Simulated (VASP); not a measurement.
# Rh (P6_3/mmc) in VASP: a series of runs

Rh is run at these levels: PBE; tasks: single point.

Program: VASP 6.6.1. These are calculated values, not measurements. Logs are shortened: lines on timing, memory, paths and dates and some standing lists are left out, and cuts for length are marked.

## Step 1: The cell of the first run

It takes space group P6_3/mmc (No. 194, hexagonal). Conventional cell: a = 2.861 Å, b = 2.861 Å, c = 4.104 Å, α = 90.00°, β = 90.00°, γ = 120.00°. Within 3.5 Å of Rh (site symmetry -6m2) lie 12 Rh at 2.63 to 2.86 Å.

This isn't the form of Rh at room conditions, which is fcc.

## Step 2: Single point, PBE

INCAR

```
SYSTEM = Rh
PREC = Accurate
ENCUT = 520
EDIFF = 1E-6
ISMEAR = 0
SIGMA = 0.15
LREAL = .False.
LASPH = .True.
NELM = 80
ALGO = Fast
ISIF = 2
LWAVE = .False.
LCHARG = .False.
GGA = PE
NBANDS = 22
```

KPOINTS

```
Automatic mesh
0
Gamma
  18 18 10
  0 0 0
```

POSCAR

```
Rh
1.0
    2.8611000000      0.0000000000      0.0000000000
   -1.4305500000      2.4777852828      0.0000000000
    0.0000000000      0.0000000000      4.1045000000
Rh
2
Direct
    0.6666666667      0.3333333333      0.7500000000
    0.3333333333      0.6666666667      0.2500000000
```

Potentials or basis: VASP PAW PBE potentials, release 64 (Rh_pv).

The run is started by

```console
cat potpaw_PBE.64/Rh_pv/POTCAR > POTCAR
mpirun -np 1 vasp_std > vasp.out
```

OUTCAR:

```text
SYSTEM = Rh
   PREC = Accurate
   ENCUT = 520
   EDIFF = 1E-6
   ISMEAR = 0
   LREAL = .False.
   LASPH = .True.
   NELM = 80
   ISIF = 2
   GGA = PE

 ion  position               nearest neighbor table
   1  0.667  0.333  0.750-   2 2.63   2 2.63   2 2.63   2 2.63   2 2.63   2 2.63
   2  0.333  0.667  0.250-   1 2.63   1 2.63   1 2.63   1 2.63   1 2.63   1 2.63

  LATTYP: Found a hexagonal cell.
 ALAT       =     2.8611000000
 C/A-ratio  =     1.4345880955

  Lattice vectors:

 A1 = (   2.8611000000,   0.0000000000,   0.0000000000)
 A2 = (  -1.4305500000,   2.4777852828,   0.0000000000)
 A3 = (   0.0000000000,   0.0000000000,   4.1045000000)

Analysis of symmetry for initial positions (statically):
=====================================================================
 Subroutine PRICEL returns:
 Original cell was already a primitive cell.

 Routine SETGRP: Setting up the symmetry group for a
 hexagonal supercell.

 Subroutine GETGRP returns: Found 24 space group operations
 (whereof 12 operations were pure point group operations)
 out of a pool of 24 trial point group operations.

The static configuration has the point symmetry D_3d.
 The point group associated with its full space group is D_6h.

Analysis of symmetry for dynamics (positions and initial velocities):
=====================================================================
 Subroutine PRICEL returns:
 Original cell was already a primitive cell.

 Routine SETGRP: Setting up the symmetry group for a
 hexagonal supercell.

 Subroutine GETGRP returns: Found 24 space group operations
 (whereof 12 operations were pure point group operations)
 out of a pool of 24 trial point group operations.

The dynamic configuration has the point symmetry D_3d.
 The point group associated with its full space group is D_6h.

 Subroutine INISYM returns: Found 24 space group operations
 (whereof 12 operations are pure point group operations),
 and found     1 'primitive' translations

----------------------------------------------------------------------------------------

                                     Primitive cell

  volume of cell :      29.0976

  direct lattice vectors                    reciprocal lattice vectors
     2.861100000  0.000000000  0.000000000     0.349515920  0.201793111  0.000000000
    -1.430550000  2.477785283  0.000000000     0.000000000  0.403586222  0.000000000
     0.000000000  0.000000000  4.104500000     0.000000000  0.000000000  0.243635035

  length of vectors
     2.861100000  2.861100000  4.104500000     0.403586222  0.403586222  0.243635035

  position of ions in fractional coordinates (direct lattice)
     0.666666667  0.333333333  0.750000000
     0.333333333  0.666666667  0.250000000

  ion indices of the primitive-cell ions
   primitive index   ion index
                 1           1
                 2           2

----------------------------------------------------------------------------------------

 KPOINTS: Automatic mesh

Automatic generation of k-mesh.
 Grid dimensions read from file:
 generate k-points for:   18   18   10

 Generating k-lattice:

  Cartesian coordinates                     Fractional coordinates (reciprocal lattice)
     0.019417551  0.011210728  0.000000000     0.055555556  0.000000000  0.000000000
     0.000000000  0.022421457  0.000000000     0.000000000  0.055555556  0.000000000
     0.000000000  0.000000000  0.024363503     0.000000000  0.000000000  0.100000000

  Length of vectors
     0.022421457  0.022421457  0.024363503

  Shift w.r.t. Gamma in fractional coordinates (k-lattice)
     0.000000000  0.000000000  0.000000000

 Subroutine IBZKPT returns following result:
 ===========================================

 Found    222 irreducible k-points:

 Following reciprocal coordinates:
            Coordinates               Weight
  0.000000  0.000000  0.000000      1.000000
  0.055556  0.000000  0.000000      6.000000
  0.111111  0.000000  0.000000      6.000000
  0.166667 -0.000000  0.000000      6.000000
  0.222222 -0.000000  0.000000      6.000000
  0.277778  0.000000  0.000000      6.000000
[... 16 lines left out ...]
  0.333333  0.111111  0.000000     12.000000
  0.388889  0.111111  0.000000     12.000000
 [... further k-points ...]
   k-points           NKPTS =    222   k-points in BZ     NKDIM =    222   number of bands    NBANDS=     22
   number of dos      NEDOS =    301   number of ions     NIONS =      2
   total plane-waves  NPLWV =  18432
   dimension x,y,z NGX =    24 NGY =   24 NGZ =   32
   dimension x,y,z NGXF=    48 NGYF=   48 NGZF=   64
   ions per type =               2
   NGX,Y,Z   is equivalent  to a cutoff of  13.95, 13.95, 12.96 a.u.
   NGXF,Y,Z  is equivalent  to a cutoff of  27.89, 27.89, 25.92 a.u.
 SYSTEM =  Rh
   PREC   = accura    normal or accurate (medium, high low for compatibility)
   ISTART =      0    job   : 0-new  1-cont  2-samecut
   ICHARG =      2    charge: 1-file 2-atom 10-const
   ISPIN  =      1    spin polarized calculation?
   LNONCOLLINEAR =      F non collinear calculations
   LSORBIT =      F    spin-orbit coupling
   LASPH  =      T    aspherical Exc in radial PAW
   ENCUT  =  520.0 eV  38.22 Ry    6.18 a.u.   5.32  5.32  7.63*2*pi/ulx,y,z
   NELM   =     80;   NELMIN=  2; NELMDL= -5     # of ELM steps
   EDIFF  = 0.1E-05   stopping-criterion for ELM
   LREAL  =      F    real-space projection
   EDIFFG = 0.1E-04   stopping-criterion for IOM
   NSW    =      0    number of steps for IOM
   IBRION =     -1    ionic relax: 0-MD 1-quasi-New 2-CG
   NFREE  =      0    steps in history (QN), initial steepest desc. (CG)
   ISIF   =      2    stress and relaxation
   ISYM   =      2    0-nonsym 1-usesym 2-fastsym
   POTIM  = 0.5000    time-step for ionic-motion
   TEBEG  =    0.0;   TEEND  =   0.0 temperature during run
   PSTRESS=    0.0 pullay stress
   NELECT =      30.0000    total number of electrons
   NUPDOWN=      -1.0000    fix difference up-down
   EMIN   =  10.00;   EMAX   =-10.00  energy-range for DOS
   EFERMI =   0.00;   METHOD = LEGACY
   ISMEAR =     0;   SIGMA  =   0.15  broadening in eV -4-tet -1-fermi 0-gaus
   EFERMI_NEDOS =   21; number of points for ismear=-14 and -15
   IALGO  =     68    algorithm
   IMIX   =      4    mixing-type and parameters
     AMIX     =   0.40;   BMIX     =  1.00
     AMIX_MAG =   1.60;   BMIX_MAG =  1.00
  volume/ion in A,a.u.               =      14.55        98.18
  Fermi-wavevector in a.u.,A,eV,Ry     =   1.653851  3.125324 37.214949  2.735222
  Thomas-Fermi vector in A             =   2.742218
   LORBIT       =      0    0 simple, 1 ext, 2 COOP (PROOUT), +10 PAW based schemes
   GGA     = PE    functional components
   LHFCALC =     F    Hartree Fock is set to
   AEXX    =    0.0000 exact exchange contribution
   IVDW    =     0    specifies the selected vdW correction
   LEPSILON=     F    determine dielectric tensor
   LRPA    =     F    only Hartree local field effects (RPA)
 non-spin polarized calculation
 RMM-DIIS sequential band-by-band and
 Gauss-broadening in eV      SIGMA  =   0.15
  energy-cutoff  :      520.00
  volume of cell :       29.10
 maximum number of plane-waves:       803
 NGX is ok and might be reduce to    24
   NGX = 11   NGY = 11   NGZ = 15

 number of electron      30.0000008 magnetization

 Free energy of the ion-electron system (eV)
  ---------------------------------------------------
  ext. energy  EPLUGINS =         0.00000000
  ---------------------------------------------------
  free energy    TOTEN  =       -14.27422576 eV

  energy without entropy =      -14.22760668  energy(sigma->0) =      -14.25091622

 E-fermi :  11.0008     XC(G=0): -13.6521

 val. band max:       10.9989037257   @ k =   0.2222   0.1667   0.3000
 cond. band min:      11.0009710530   @ k =   0.3889   0.1111   0.1000
 fundamental gap:      0.0020673273
 Fermi energy:        11.0007993184

 k-point     1 :       0.0000    0.0000    0.0000
  band No.  band energies     occupation
      1     -36.1500      2.00000
      2     -35.5047      2.00000
      3     -35.5047      2.00000
      4     -35.3566      2.00000
      5     -35.3393      2.00000
      6     -35.3393      2.00000
[... 14 lines left out ...]
     21      29.8173      0.00000
     22      30.7347      0.00000

 k-point     2 :       0.0556    0.0000    0.0000
  band No.  band energies     occupation
      1     -36.1437      2.00000
      2     -35.5131      2.00000
      3     -35.5085      2.00000
      4     -35.3610      2.00000
      5     -35.3489      2.00000
      6     -35.3398      2.00000
[... 14 lines left out ...]
     21      29.6521      0.00000
     22      30.7869      0.00000

 k-point     3 :       0.1111    0.0000    0.0000
  band No.  band energies     occupation
      1     -36.1250      2.00000
      2     -35.5376      2.00000
      3     -35.5194      2.00000
      4     -35.3763      2.00000
      5     -35.3741      2.00000
      6     -35.3415      2.00000
[... 14 lines left out ...]
     21      28.7528      0.00000
     22      29.4270      0.00000

 k-point     4 :       0.1667   -0.0000    0.0000
  band No.  band energies     occupation
      1     -36.0949      2.00000
      2     -35.5752      2.00000
      3     -35.5356      2.00000
      4     -35.4178      2.00000
      5     -35.3956      2.00000
      6     -35.3445      2.00000
[... 14 lines left out ...]
     21      28.0167      0.00000
     22      28.4042      0.00000

 k-point     5 :       0.2222   -0.0000    0.0000
  band No.  band energies     occupation
      1     -36.0552      2.00000
      2     -35.6217      2.00000
      3     -35.5549      2.00000
      4     -35.4678      2.00000
      5     -35.4248      2.00000
      6     -35.3487      2.00000
[... 417 lines left out ...]
 k-point    22 :       0.2778    0.1111    0.0000
  band No.  band energies     occupation
      1     -35.9423      2.00000
      2     -35.7142      2.00000
      3     -35.6342      2.00000
      4     -35.5434      2.00000
      5     -35.5130      2.00000
      6     -35.3792      2.00000
[... 14 lines left out ...]
     21      22.7194      0.00000
     22      27.1036      0.00000

 k-point    23 :       0.3333    0.1111    0.0000
  band No.  band energies     occupation
      1     -35.8925      2.00000
      2     -35.7529      2.00000
      3     -35.6434      2.00000
      4     -35.5799      2.00000
      5     -35.5546      2.00000
      6     -35.3855      2.00000
[... 14 lines left out ...]
     21      21.8917      0.00000
     22      26.4596      0.00000

 k-point    24 :       0.3889    0.1111    0.0000
  band No.  band energies     occupation
      1     -35.8518      2.00000
      2     -35.7784      2.00000
      3     -35.6427      2.00000
      4     -35.6100      2.00000
      5     -35.5901      2.00000
      6     -35.3896      2.00000
[... 14 lines left out ...]
     21      22.4326      0.00000
     22      25.9107      0.00000

 [... further k-points ...]

------------------------ aborting loop because EDIFF is reached ----------------------------------------

  FORCE on cell =-STRESS in cart. coord.  units (eV):
  Direction    XX          YY          ZZ          XY          YZ          ZX
  --------------------------------------------------------------------------------------
  -------------------------------------------------------------------------------------
  Total       -1.9881324     -1.9881324      2.1125096      0.0000000      0.0000000     -0.0000000
  in kB     -109.4709574   -109.4709574    116.3194438      0.0000000      0.0000000     -0.0000000
  external PRESSURE =     -34.2074903 kB  Pullay stress =       0.0000000 kB

 VOLUME and BASIS-vectors are now :
 -----------------------------------------------------------------------------
  energy-cutoff  :      520.00
  volume of cell :       29.10
      direct lattice vectors                 reciprocal lattice vectors
     2.861100000  0.000000000  0.000000000     0.349515920  0.201793111  0.000000000
    -1.430550000  2.477785283  0.000000000     0.000000000  0.403586222  0.000000000
     0.000000000  0.000000000  4.104500000     0.000000000  0.000000000  0.243635035

 POSITION                                       TOTAL-FORCE (eV/Angst)
 -----------------------------------------------------------------------------------
      1.43055      0.82593      3.07837        -0.000000      0.000000      0.000000
     -0.00000      1.65186      1.02612         0.000000      0.000000      0.000000
 -----------------------------------------------------------------------------------
    total drift:                                0.000000     -0.000000      0.000000

  FREE ENERGIE OF THE ION-ELECTRON SYSTEM (eV)
  ---------------------------------------------------
  free  energy   TOTEN  =       -14.2742257615 eV

  energy  without entropy=      -14.2276066791  energy(sigma->0) =      -14.25091622
```

It took 41 s on 1 thread of Intel Xeon 6975P-C (Granite Rapids), shared host; peak memory 0.23 GiB.

Results:

- Free energy: -14.2742 eV
- Pressure: -3.4 GPa
- Band gap on the k mesh: zero (bands 15 and 16 overlap by 1.74 eV)

Stress tensor (GPa, compression positive):
```
-10.95   0.00   0.00
  0.00 -10.95   0.00
  0.00   0.00  11.63
```

Levels at points of the mesh, in eV from the Fermi level:
| k point | band 13 | band 14 | band 15 | band 16 | band 17 | band 18 |
| --- | --- | --- | --- | --- | --- | --- |
| (0.00, 0.00, 0.00) | -2.15 | -2.15 | -1.98 | 0.13 | 0.13 | 2.09 |
| (0.50, 0.00, 0.00) | -1.52 | -0.17 | 0.35 | 0.94 | 2.51 | 4.36 |
| (0.00, 0.00, 0.50) | -2.47 | -2.47 | -0.27 | -0.27 | -0.27 | -0.27 |
| (0.50, 0.00, 0.50) | -0.37 | -0.37 | 0.19 | 0.19 | 2.47 | 2.47 |

Caveat: the cell stands under tension.

[end of part 1 of 2]
